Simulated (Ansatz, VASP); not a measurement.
One calculation of MgO, two programs

INCAR

```
SYSTEM = MgO
PREC     = Accurate       ! precision mode
ENCUT    = 520            ! plane-wave cutoff, eV
EDIFF    = 1E-6           ! SCF threshold, eV
ISMEAR   = 0              ! smearing method
SIGMA    = 0.05           ! smearing width, eV
LREAL    = .FALSE.        ! projectors in reciprocal space
LASPH    = .TRUE.         ! aspherical terms in the spheres
NELM     = 80             ! most SCF steps
ALGO     = Normal         ! electronic algorithm
ISIF     = 2              ! what is computed and relaxed
LWAVE    = .FALSE.        ! write WAVECAR
LCHARG   = .FALSE.        ! write CHGCAR
GGA      = PE             ! functional
NBANDS   = 11             ! bands
```

KPOINTS

```
regular mesh
0
G
  12 12 8
  0 0 0
```

The input POSCAR:

```
MgO
1.0
    2.9377244759      0.0000000000      0.0000000000
   -1.4688622380      2.6586305066      0.0000000000
    0.0000000000      0.0000000000      2.6797873418
Mg O
1 1
Direct
    0.0000000000      0.0000000000      0.0000000000
    0.3333333333      0.6666666667      0.5000000000
```

Input for Ansatz:

```yaml
crystal:
  lattice:
    - [2.9377244759, 0.0, 0.0]
    - [-1.468862238, 2.6586305066, 0.0]
    - [0.0, 0.0, 2.6797873418]
  atoms:
    - { symbol: Mg, position: [0.0, 0.0, 0.0] }
    - { symbol: O, position: [0.3333333333, 0.6666666667, 0.5] }
basis:
  ecutwfc: 420
kpoints:
  mp_grid: { grid: [12, 12, 8] }
hamiltonian:
  xc: pbe
scf:
  occupations: { method: gaussian, width: 0.05 }
output:
  forces: true
  stress: true
  eigenvalues: true
  write_density: true
  write_potential: true
  elf: true
  volumetric_format: npy
```

Change from the starting cell: strain +0.0450 x Voigt [0, 1, 0, 0, 0, 0], atoms carried along.

Alike in both runs: task single point; functional PBE; k mesh 12 × 12 × 8; occupations gaussian, width 0.05 eV; no spin polarisation.

|  | VASP | Ansatz |
| --- | --- | --- |
| version | VASP 6.6.1 | Ansatz 0.2.0 |
| potentials or method | VASP PAW PBE potentials, release 64 (Mg, O), cutoff 520 eV | scalar-relativistic, plane waves, PAW |
| valence electrons in the cell | 8 | 16 |

Ansatz gave:

| Item | Value |
| --- | --- |
| gap on the k mesh at the Fermi level (eV) | 2.56 |
| least direct gap on the mesh (eV) | 2.91 |
| pressure (GPa) | -4.9 |
| traceless stress, the component that is largest in VASP (GPa) | -8.09 |
| rms of the force components (eV/Å) | 0.028 |

Task: Estimate VASP's values.

Result: gap on the k mesh at the Fermi level (eV): 2.54; least direct gap on the mesh (eV): 2.89; pressure (GPa): -5.6; traceless stress, the component that is largest in VASP (GPa): -8.13; rms of the force components (eV/Å): 0.027.

Atom by atom the forces differ by 0.001 eV/Å (rms over components). VASP's potentials hold 8 valence electrons a cell and Ansatz's 16, so a difference there can come from the potentials and not from the codes.
